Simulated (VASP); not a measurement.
# AgI (P6_3mc) in VASP: single point with PBE

Aim: the single point of AgI with PBE.

Program: VASP 6.6.1. These are calculated values, not measurements. Logs are shortened: lines on timing, memory, paths and dates and some standing lists are left out, and cuts for length are marked.

### Step 1. The cell of the first run

Symmetry: P6_3mc, No. 186, hexagonal system. The conventional cell has a = 4.651 Å, b = 4.651 Å, c = 7.599 Å, α = 90.00°, β = 90.00°, γ = 120.00°. Within 3.8 Å of Ag (site symmetry 3m) lie 4 I at 2.85 Å. I (site symmetry 3m) has 4 Ag at 2.85 Å within 3.8 Å.

### Step 2. Single point, PBE

INCAR

```
ALGO     = Normal         # electronic algorithm
EDIFF    = 1E-6           # SCF threshold, eV
ENCUT    = 500            # plane-wave cutoff, eV
GGA      = PE             # functional
GGA_COMPAT= F            
ISIF     = 2              # what is computed and relaxed
ISMEAR   = 0              # smearing method
LASPH    = T              # aspherical terms in the spheres
LCHARG   = F              # write CHGCAR
LREAL    = F              # projectors in reciprocal space
LWAVE    = F              # write WAVECAR
NBANDS   = 26             # bands
NELM     = 120            # most SCF steps
PREC     = Accurate       # precision mode
SIGMA    = 0.01           # smearing width, eV
```

KPOINTS

```
k-points
0
Gamma
  6 6 4
```

POSCAR

```
AgI
1.0
    4.6508717364      0.0000000000      0.0000000000
   -2.3254358682      4.0277730735      0.0000000000
    0.0000000000      0.0000000000      7.5992966317
Ag I
2 2
Direct
    0.3333333333      0.6666666667      0.0000048555
    0.6666666667      0.3333333333      0.5000048555
    0.3333333333      0.6666666667      0.3749951445
    0.6666666667      0.3333333333      0.8749951445
```

Potentials or basis: VASP PAW PBE potentials, release 64 (Ag, I).

Command:

```
$ cat potpaw_PBE.64/Ag/POTCAR potpaw_PBE.64/I/POTCAR > POTCAR
$ mpirun -np 1 vasp_std > vasp.out
```

OUTCAR:

```text
EDIFF = 1E-6
   ENCUT = 500
   GGA = PE
   ISIF = 2
   ISMEAR = 0
   LASPH = T
   LREAL = F
   NELM = 120
   PREC = Accurate

 ion  position               nearest neighbor table
   1  0.333  0.667  0.000-   4 2.85   4 2.85   4 2.85   3 2.85
   2  0.667  0.333  0.500-   3 2.85   3 2.85   3 2.85   4 2.85
   3  0.333  0.667  0.375-   2 2.85   2 2.85   2 2.85   1 2.85
   4  0.667  0.333  0.875-   1 2.85   1 2.85   1 2.85   2 2.85

  LATTYP: Found a hexagonal cell.
 ALAT       =     4.6508717364
 C/A-ratio  =     1.6339510230

  Lattice vectors:

 A1 = (   4.6508717364,   0.0000000000,   0.0000000000)
 A2 = (  -2.3254358682,   4.0277730735,   0.0000000000)
 A3 = (   0.0000000000,   0.0000000000,   7.5992966317)

Analysis of symmetry for initial positions (statically):
=====================================================================
 Subroutine PRICEL returns:
 Original cell was already a primitive cell.

 Routine SETGRP: Setting up the symmetry group for a
 hexagonal supercell.

 Subroutine GETGRP returns: Found 12 space group operations
 (whereof  6 operations were pure point group operations)
 out of a pool of 24 trial point group operations.

The static configuration has the point symmetry C_3v.
 The point group associated with its full space group is C_6v.

Analysis of symmetry for dynamics (positions and initial velocities):
=====================================================================
 Subroutine PRICEL returns:
 Original cell was already a primitive cell.

 Routine SETGRP: Setting up the symmetry group for a
 hexagonal supercell.

 Subroutine GETGRP returns: Found 12 space group operations
 (whereof  6 operations were pure point group operations)
 out of a pool of 24 trial point group operations.

The dynamic configuration has the point symmetry C_3v.
 The point group associated with its full space group is C_6v.

 Subroutine INISYM returns: Found 12 space group operations
 (whereof  6 operations are pure point group operations),
 and found     1 'primitive' translations

----------------------------------------------------------------------------------------

                                     Primitive cell

  volume of cell :     142.3550

  direct lattice vectors                    reciprocal lattice vectors
     4.650871736  0.000000000  0.000000000     0.215013455  0.124138076  0.000000000
    -2.325435868  4.027773073  0.000000000     0.000000000  0.248276152  0.000000000
     0.000000000  0.000000000  7.599296632     0.000000000  0.000000000  0.131591126

  length of vectors
     4.650871736  4.650871736  7.599296632     0.248276152  0.248276152  0.131591126

  position of ions in fractional coordinates (direct lattice)
     0.333333333  0.666666667  0.000004856
     0.666666667  0.333333333  0.500004856
     0.333333333  0.666666667  0.374995144
     0.666666667  0.333333333  0.874995144

  ion indices of the primitive-cell ions
   primitive index   ion index
                 1           1
                 2           2
                 3           3
                 4           4

----------------------------------------------------------------------------------------

 KPOINTS: k-points

Automatic generation of k-mesh.
 Grid dimensions read from file:
 generate k-points for:    6    6    4

 Generating k-lattice:

  Cartesian coordinates                     Fractional coordinates (reciprocal lattice)
     0.035835576  0.020689679  0.000000000     0.166666667  0.000000000  0.000000000
     0.000000000  0.041379359  0.000000000     0.000000000  0.166666667  0.000000000
     0.000000000  0.000000000  0.032897781     0.000000000  0.000000000  0.250000000

  Length of vectors
     0.041379359  0.041379359  0.032897781

  Shift w.r.t. Gamma in fractional coordinates (k-lattice)
     0.000000000  0.000000000  0.000000000

 Subroutine IBZKPT returns following result:
 ===========================================

 Found     21 irreducible k-points:

 Following reciprocal coordinates:
            Coordinates               Weight
  0.000000  0.000000  0.000000      1.000000
  0.166667  0.000000  0.000000      6.000000
  0.333333  0.000000  0.000000      6.000000
  0.500000  0.000000  0.000000      3.000000
  0.166667  0.166667  0.000000      6.000000
  0.333333  0.166667  0.000000     12.000000
[... 13 lines left out ...]
  0.333333  0.166667  0.500000     12.000000
  0.333333  0.333333  0.500000      2.000000
   k-points           NKPTS =     21   k-points in BZ     NKDIM =     21   number of bands    NBANDS=     26
   number of dos      NEDOS =    301   number of ions     NIONS =      4
   total plane-waves  NPLWV =  72576
   dimension x,y,z NGX =    36 NGY =   36 NGZ =   56
   dimension x,y,z NGXF=    72 NGYF=   72 NGZF=  112
   ions per type =               2   2
   NGX,Y,Z   is equivalent  to a cutoff of  12.87, 12.87, 12.25 a.u.
   NGXF,Y,Z  is equivalent  to a cutoff of  25.74, 25.74, 24.50 a.u.
 SYSTEM =  unknown system
   PREC   = accura    normal or accurate (medium, high low for compatibility)
   ISTART =      0    job   : 0-new  1-cont  2-samecut
   ICHARG =      2    charge: 1-file 2-atom 10-const
   ISPIN  =      1    spin polarized calculation?
   LNONCOLLINEAR =      F non collinear calculations
   LSORBIT =      F    spin-orbit coupling
   LASPH  =      T    aspherical Exc in radial PAW
   ENCUT  =  500.0 eV  36.75 Ry    6.06 a.u.   8.48  8.48 13.86*2*pi/ulx,y,z
   NELM   =    120;   NELMIN=  2; NELMDL= -5     # of ELM steps
   EDIFF  = 0.1E-05   stopping-criterion for ELM
   LREAL  =      F    real-space projection
   EDIFFG = 0.1E-04   stopping-criterion for IOM
   NSW    =      0    number of steps for IOM
   IBRION =     -1    ionic relax: 0-MD 1-quasi-New 2-CG
   NFREE  =      0    steps in history (QN), initial steepest desc. (CG)
   ISIF   =      2    stress and relaxation
   ISYM   =      2    0-nonsym 1-usesym 2-fastsym
   POTIM  = 0.5000    time-step for ionic-motion
   TEBEG  =    0.0;   TEEND  =   0.0 temperature during run
   PSTRESS=    0.0 pullay stress
   NELECT =      36.0000    total number of electrons
   NUPDOWN=      -1.0000    fix difference up-down
   EMIN   =  10.00;   EMAX   =-10.00  energy-range for DOS
   EFERMI =   0.00;   METHOD = LEGACY
   ISMEAR =     0;   SIGMA  =   0.01  broadening in eV -4-tet -1-fermi 0-gaus
   EFERMI_NEDOS =   21; number of points for ismear=-14 and -15
   IALGO  =     38    algorithm
   IMIX   =      4    mixing-type and parameters
     AMIX     =   0.40;   BMIX     =  1.00
     AMIX_MAG =   1.60;   BMIX_MAG =  1.00
  volume/ion in A,a.u.               =      35.59       240.16
  Fermi-wavevector in a.u.,A,eV,Ry     =   1.035265  1.956367 14.582357  1.071773
  Thomas-Fermi vector in A             =   2.169600
   LORBIT       =      0    0 simple, 1 ext, 2 COOP (PROOUT), +10 PAW based schemes
   GGA     = PE    functional components
   LHFCALC =     F    Hartree Fock is set to
   AEXX    =    0.0000 exact exchange contribution
   IVDW    =     0    specifies the selected vdW correction
   LEPSILON=     F    determine dielectric tensor
   LRPA    =     F    only Hartree local field effects (RPA)
 non-spin polarized calculation
 Gauss-broadening in eV      SIGMA  =   0.01
  energy-cutoff  :      500.00
  volume of cell :      142.36
 maximum number of plane-waves:      3657
 NGX is ok and might be reduce to    36
   NGX = 17   NGY = 17   NGZ = 27

 number of electron      36.0000001 magnetization

 Free energy of the ion-electron system (eV)
  ---------------------------------------------------
  ext. energy  EPLUGINS =         0.00000000
  ---------------------------------------------------
  free energy    TOTEN  =        -9.57467909 eV

  energy without entropy =       -9.57467909  energy(sigma->0) =       -9.57467909

 E-fermi :   2.8166     XC(G=0):  -8.2491

 val. band max:        2.7107934729   @ k =   0.0000   0.0000   0.0000
 cond. band min:       4.0802811541   @ k =   0.0000   0.0000   0.0000
 fundamental gap:      1.3694876812
 Fermi energy:         2.8166022381

 k-point     1 :       0.0000    0.0000    0.0000
  band No.  band energies     occupation
      1      -9.8871      2.00000
      2      -9.6245      2.00000
      3      -1.2655      2.00000
      4      -1.2638      2.00000
      5      -1.2638      2.00000
      6      -1.1794      2.00000
[... 18 lines left out ...]
     25       9.3915      0.00000
     26       9.9817      0.00000

 k-point     2 :       0.1667    0.0000    0.0000
  band No.  band energies     occupation
      1      -9.8307      2.00000
      2      -9.5971      2.00000
      3      -1.3118      2.00000
      4      -1.2274      2.00000
      5      -1.2220      2.00000
      6      -1.1336      2.00000
[... 18 lines left out ...]
     25       9.6328      0.00000
     26       9.9009      0.00000

 k-point     3 :       0.3333    0.0000    0.0000
  band No.  band energies     occupation
      1      -9.7051      2.00000
      2      -9.5504      2.00000
      3      -1.3724      2.00000
      4      -1.2248      2.00000
      5      -1.1442      2.00000
      6      -1.0305      2.00000
[... 18 lines left out ...]
     25      10.1037      0.00000
     26      10.4697      0.00000

 k-point     4 :       0.5000    0.0000    0.0000
  band No.  band energies     occupation
      1      -9.6270      2.00000
      2      -9.5398      2.00000
      3      -1.3582      2.00000
      4      -1.2517      2.00000
      5      -1.1097      2.00000
      6      -0.9406      2.00000
[... 18 lines left out ...]
     25      10.2209      0.00000
     26      11.8364      0.00000

 k-point     5 :       0.1667    0.1667    0.0000
  band No.  band energies     occupation
      1      -9.7390      2.00000
      2      -9.5604      2.00000
      3      -1.3119      2.00000
      4      -1.2320      2.00000
      5      -1.1662      2.00000
      6      -1.0910      2.00000
[... 18 lines left out ...]
     25      10.1156      0.00000
     26      10.2664      0.00000

 k-point     6 :       0.3333    0.1667    0.0000
  band No.  band energies     occupation
      1      -9.6284      2.00000
      2      -9.5392      2.00000
      3      -1.2940      2.00000
      4      -1.1654      2.00000
      5      -1.1145      2.00000
      6      -0.9723      2.00000
[... 340 lines left out ...]
 k-point    18 :       0.5000    0.0000    0.5000
  band No.  band energies     occupation
      1      -9.5820      2.00000
      2      -9.5820      2.00000
      3      -1.4482      2.00000
      4      -1.4482      2.00000
      5      -0.9858      2.00000
      6      -0.9858      2.00000
[... 18 lines left out ...]
     25      10.1611      0.00000
     26      10.1611      0.00000

 k-point    19 :       0.1667    0.1667    0.5000
  band No.  band energies     occupation
      1      -9.6499      2.00000
      2      -9.6499      2.00000
      3      -1.3884      2.00000
      4      -1.3884      2.00000
      5      -1.1230      2.00000
      6      -1.1230      2.00000
[... 18 lines left out ...]
     25       9.8017      0.00000
     26       9.8017      0.00000

 k-point    20 :       0.3333    0.1667    0.5000
  band No.  band energies     occupation
      1      -9.5823      2.00000
      2      -9.5823      2.00000
      3      -1.3732      2.00000
      4      -1.3732      2.00000
      5      -1.0519      2.00000
      6      -1.0519      2.00000
[... 18 lines left out ...]
     25      10.1924      0.00000
     26      10.1924      0.00000

 k-point    21 :       0.3333    0.3333    0.5000
  band No.  band energies     occupation
      1      -9.5597      2.00000
      2      -9.5597      2.00000
      3      -1.2634      2.00000
      4      -1.2634      2.00000
      5      -1.1035      2.00000
      6      -1.1035      2.00000
[... 18 lines left out ...]
     25      10.9149      0.00000
     26      10.9149      0.00000

------------------------ aborting loop because EDIFF is reached ----------------------------------------

  FORCE on cell =-STRESS in cart. coord.  units (eV):
  Direction    XX          YY          ZZ          XY          YZ          ZX
  --------------------------------------------------------------------------------------
  -------------------------------------------------------------------------------------
  Total        0.5062142      0.5062142      0.5328674      0.0000000      0.0000000      0.0000000
  in kB        5.6973400      5.6973400      5.9973163      0.0000000      0.0000000      0.0000000
  external PRESSURE =       5.7973321 kB  Pullay stress =       0.0000000 kB

 VOLUME and BASIS-vectors are now :
 -----------------------------------------------------------------------------
  energy-cutoff  :      500.00
  volume of cell :      142.36
      direct lattice vectors                 reciprocal lattice vectors
     4.650871736  0.000000000  0.000000000     0.215013455  0.124138076  0.000000000
    -2.325435868  4.027773073  0.000000000     0.000000000  0.248276152  0.000000000
     0.000000000  0.000000000  7.599296632     0.000000000  0.000000000  0.131591126

 POSITION                                       TOTAL-FORCE (eV/Angst)
 -----------------------------------------------------------------------------------
     -0.00000      2.68518      0.00004        -0.000000      0.000000     -0.000515
      2.32544      1.34259      3.79969         0.000000     -0.000000     -0.000515
     -0.00000      2.68518      2.84970        -0.000000      0.000000      0.000515
      2.32544      1.34259      6.64935         0.000000     -0.000000      0.000515
 -----------------------------------------------------------------------------------
    total drift:                               -0.000000      0.000000      0.000665

  FREE ENERGIE OF THE ION-ELECTRON SYSTEM (eV)
  ---------------------------------------------------
  free  energy   TOTEN  =        -9.5746790934 eV

  energy  without entropy=       -9.5746790934  energy(sigma->0) =       -9.57467909
```

Wall time 41 s (1 thread of Intel Xeon 6975P-C (Granite Rapids), shared host); peak memory 0.27 GiB.

What came out:

| Property | Result |
| --- | --- |
| Free energy | -9.5747 eV |
| Pressure | 0.6 GPa |
| Band gap on the k mesh | 1.37 eV, direct |

Caveat: spin-orbit coupling is left out, which moves the levels of the heavy elements. A hybrid or GW would open this gap; PBE tends to underestimate it.
